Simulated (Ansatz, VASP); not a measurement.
# SnO2 in VASP and in Ansatz

INCAR

```
SYSTEM = SnO2
PREC = Accurate
ENCUT = 520
EDIFF = 1E-6
ISMEAR = 0
SIGMA = 0.01
LREAL = .False.
LASPH = .True.
NELM = 80
ALGO = Normal
ISIF = 2
LWAVE = .False.
LCHARG = .False.
NBANDS = 35
```

KPOINTS

```
Automatic mesh
0
Gamma
  4 4 6
  0 0 0
```

The input POSCAR:

```
SnO2
1.0
    4.8665098220      0.0000000000      0.0000000000
    0.0000000000      4.9463762149      0.0000000000
    0.0000000000      0.0000000000      3.2940369200
Sn O
2 4
Direct
    0.5000000000      0.5000000000      0.5000000000
    0.0000000000      0.0000000000      0.0000000000
    0.2918550000      0.3210420000      0.0000000000
    0.7918550000      0.1789580000      0.5000000000
    0.2081450000      0.8210420000      0.5000000000
    0.7081450000      0.6789580000      0.0000000000
```

Input for Ansatz:

```yaml
crystal:
  lattice:
    - [4.866509822014946, 0.0, 0.0]
    - [0.0, 4.946376214940743, 0.0]
    - [0.0, 0.0, 3.294036920008545]
  atoms:
    - { symbol: Sn, position: [0.5, 0.5, 0.5] }
    - { symbol: Sn, position: [0.0, 0.0, 0.0] }
    - { symbol: O, position: [0.291855, 0.321042, 0.0] }
    - { symbol: O, position: [0.791855, 0.178958, 0.5] }
    - { symbol: O, position: [0.208145, 0.821042, 0.5] }
    - { symbol: O, position: [0.708145, 0.678958, 0.0] }
basis:
  ecutwfc: 500.0
kpoints:
  mp_grid:
    grid: [4, 4, 6]
hamiltonian:
  xc: lda
  pseudopotentials:
    kind: paw
scf:
  occupations:
    method: fixed
output:
  stress: true
```

Alike in both runs: task single point; functional LDA; k mesh 4 × 4 × 6; no spin polarisation.

|  | VASP | Ansatz |
| --- | --- | --- |
| version | VASP 6.6.1 | Ansatz 0.2.0 |
| potentials or method | VASP PAW LDA potentials, release 64 (Sn_d, O), cutoff 520 eV | plane waves, PAW |
| occupations | gaussian, width 0.01 eV | fixed |
| valence electrons in the cell | 52 | 52 |

|  | VASP | Ansatz | Ansatz less VASP |
| --- | --- | --- | --- |
| pressure (GPa) | -17.3 | -17.9 | -0.64 |
| traceless stress, the component that is largest in VASP (GPa) | -2.49 | -2.74 | -0.246 |

LDA's correlation is that of Perdew and Zunger in VASP and of Perdew and Wang (1992) in Ansatz.
